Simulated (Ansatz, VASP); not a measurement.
## Hf in VASP and in Ansatz

```
Hf
1.0
     0.00000    2.26354    2.26354
     2.26354    0.00000    2.26354
     2.26354    2.26354    0.00000
Hf
1
Cartesian
  0.0000 0.0000 0.0000
```

Change from the starting cell: volume scaled by 1.06, crystal datasets.

Alike in both runs: task electric field gradients; functional LDA; k mesh 13 × 13 × 13; occupations fermi-dirac, width 0.03 eV; no spin polarisation.

|  | VASP | Ansatz |
| --- | --- | --- |
| version | VASP 6.6.1 | Ansatz 0.2.0 |
| potentials or method | VASP PAW LDA potentials, release 64 (Hf_pv), cutoff 520 eV | all-electron PAW with datasets made for the crystal, scalar-relativistic |

```csv
,VASP,Ansatz,Ansatz less VASP
pressure (GPa),-10.7,-10.7,+0.04
```

LDA's correlation is that of Perdew and Zunger in VASP and of Perdew and Wang (1992) in Ansatz. Ansatz ran all-electron here, and VASP with PAW potentials.

Spin-orbit coupling is off throughout.
